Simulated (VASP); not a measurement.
Write the native input for VASP 6.6.1 that does the following.

```yaml
Task: single point
Functional: PBE
Potentials_or_basis: VASP PAW PBE potentials, release 64 (K_sv, Cl)
Cutoff: 520 eV
k_mesh: 8 × 8 × 8
Occupations: fermi-dirac, width 0.02 eV
Spin: no spin polarisation
Dipole_correction: no
Further_INCAR_settings: ALGO = Normal; EDIFF = 1e-07; NBANDS = 15
```

The structure of KCl (Sylvite) lies in POSCAR:

```
KCl
1.0
    0.0000000000      3.1096248336      3.1096248336
    3.1096248336      0.0000000000      3.1096248336
    3.1096248336      3.1096248336      0.0000000000
K Cl
1 1
Direct
    0.0000000000      0.0000000000      0.0000000000
    0.5000000000      0.5000000000      0.5000000000
```

This cell differs from its parent crystal: strain -1.1%.

One way to write it, as run:

INCAR

```
  PREC = Accurate
  ENCUT = 520
  EDIFF = 1E-7
  ISMEAR = -1
  SIGMA = 0.02
  LREAL = False
  LASPH = True
  NELM = 100
  ALGO = Normal
  ISIF = 2
  LWAVE = False
  LCHARG = False
  GGA = PE
  NBANDS = 15
```

KPOINTS

```
regular mesh
0
Gamma
  8 8 8
```

Potentials or basis: VASP PAW PBE potentials, release 64 (K_sv, Cl).

Launch:

```bash
$ cat potpaw_PBE.64/K_sv/POTCAR potpaw_PBE.64/Cl/POTCAR > POTCAR
$ mpirun -np 1 vasp_std > vasp.out
```

Results of the run:

| Item | Value |
| --- | --- |
| Pressure | 1.5 GPa |
| Band gap on the k mesh | 5.31 eV, direct |

Caveat: the cell differs from its parent crystal (strain -1.1%).

Wall time 68 s on 1 thread of Intel(R) Xeon(R) Platinum 8488C (Sapphire Rapids), on a shared host, peak memory 0.2 GiB.
